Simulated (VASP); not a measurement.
Write the native input for VASP 6.6.1 that does the following.

* Task: single point
* Functional: PBEsol
* Potentials or basis: VASP PAW PBE potentials, release 64 (I)
* Cutoff: 520 eV
* k mesh: 7 × 7 × 11
* Occupations: fermi-dirac, width 0.05 eV
* Spin: no spin polarisation
* Dipole correction: no
* Further INCAR settings: ALGO = Normal; EDIFF = 1e-07; NBANDS = 10

The structure of I lies in POSCAR:

```
I
1.0
    2.2306533941     -3.7336676944     -0.3658571487
    2.2306533941      3.7336676944     -0.3658571487
   -1.7675882576      0.0000000000      2.5577804093
I
1
Direct
    0.5000000000      0.5000000000      0.5000000000
```

These files were run (other wordings do the same):

INCAR

```
PREC     = Accurate       # precision mode
ENCUT    = 520            # plane-wave cutoff, eV
EDIFF    = 1E-7           # SCF threshold, eV
ISMEAR   = -1             # smearing method
SIGMA    = 0.05           # smearing width, eV
LREAL    = False          # projectors in reciprocal space
LASPH    = True           # aspherical terms in the spheres
NELM     = 100            # most SCF steps
ALGO     = Normal         # electronic algorithm
ISIF     = 2              # what is computed and relaxed
LWAVE    = False          # write WAVECAR
LCHARG   = False          # write CHGCAR
GGA      = PS             # functional
NBANDS   = 10             # bands
```

KPOINTS

```
Automatic mesh
0
Gamma
  7 7 11
```

Potentials or basis: VASP PAW PBE potentials, release 64 (I).

The run is started by

```bash
$ cat potpaw_PBE.64/I/POTCAR > POTCAR
$ mpirun -np 1 vasp_std > vasp.out
```

It gave:

The pressure is 0.0 GPa and the band gap on the k mesh is zero (an odd number of electrons rules out a gap without spin polarisation).

Caveat: the PAW data sets were made with another functional, which shifts forces and pressure a little; spin-orbit coupling is left out, which moves the levels of the heavy elements; an odd number of electrons without spin polarisation forces a metal; a magnetic or distorted state may lie lower.

Run time: 70 s on 1 thread of Intel Xeon 8259CL (shared host), peak memory 0.2 GiB.
